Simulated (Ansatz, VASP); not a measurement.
**Two plane-wave programs on C**

```
C
1.0
     1.22243    0.70577    3.33626
    -1.22243    0.70577    3.33626
     0.00000   -1.41154    3.33626
C
2
Cartesian
  0.0000 0.0000 8.3411
  0.0000 0.0000 1.6676
```

Alike in both runs: functional LDA; k mesh 16 × 16 × 16; occupations fermi-dirac, width 0.05 eV; no spin polarisation.

Ansatz relaxed the structure, and its values are those at the end. VASP's run is a single point on that final structure, the one shown.

|  | VASP | Ansatz |
| --- | --- | --- |
| version | VASP 6.6.1 | Ansatz 0.2.0 |
| potentials or method | VASP PAW LDA potentials, release 64 (C) | PAW with Ansatz's default frozen-core files, scalar-relativistic |
| plane-wave cutoff (eV) | 520 | 420 |
| valence electrons in the cell | 8 | 8 |

```csv
,VASP,Ansatz,Ansatz less VASP
pressure (GPa),0.8,0.0,-0.81
```

LDA's correlation is that of Perdew and Zunger in VASP and of Perdew and Wang (1992) in Ansatz.
